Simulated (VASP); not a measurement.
Write the native input for VASP 6.6.1 that does the following.

```
Task                   : relaxation of shape and atoms at fixed volume
Functional             : PBEsol
Potentials or basis    : VASP PAW PBE potentials, release 64 (Nb_sv)
Cutoff                 : 600 eV
k mesh                 : 17 × 17 × 9
Occupations            : fermi-dirac, width 0.05 eV
Spin                   : no spin polarisation
Dipole correction      : no
Further INCAR settings : ALGO = Normal; EDIFF = 1e-06; IBRION = 2; EDIFFG = -0.005; NSW = 50; ISIF = 4
```

The structure of Nb lies in POSCAR:

```
Nb
1.0
    2.3899138703      0.0000000000      0.0000000000
   -1.1949569352      2.0697261245      0.0000000000
    0.0000000000      0.0000000000      4.3729570630
Nb
2
Direct
    0.3333333333      0.6666666667      0.2500000000
    0.6666666667      0.3333333333      0.7500000000
```

One way to write it, as run:

INCAR

```
  PREC = Accurate
  ENCUT = 600
  EDIFF = 1E-6
  ISMEAR = -1
  SIGMA = 0.05
  LREAL = F
  LASPH = T
  NELM = 80
  ALGO = Normal
  ISIF = 4
  LWAVE = F
  LCHARG = F
  GGA = PS
  IBRION = 2
  NSW = 50
  EDIFFG = -0.005
```

KPOINTS

```
regular mesh
0
Gamma
  17 17 9
```

Potentials or basis: VASP PAW PBE potentials, release 64 (Nb_sv).

Run with:

```bash
$ cat potpaw_PBE.64/Nb_sv/POTCAR > POTCAR
$ mpirun -np 1 vasp_std > vasp.out
```

Results of the run:

```
Energy gained by relaxing : 26.5 meV/atom
Ionic steps               : 4
Pressure after relaxing   : 219.8 GPa
Band gap on the k mesh    : zero (band 13 reaches 22.82 eV, above the bottom of band 14 at 19.64 eV)
```

Caveat: the PAW data sets were made with another functional, which shifts forces and pressure a little.

Wall time 2.1 min on 1 thread of Intel(R) Xeon(R) Platinum 8488C (Sapphire Rapids), on a shared host, peak memory 0.18 GiB.
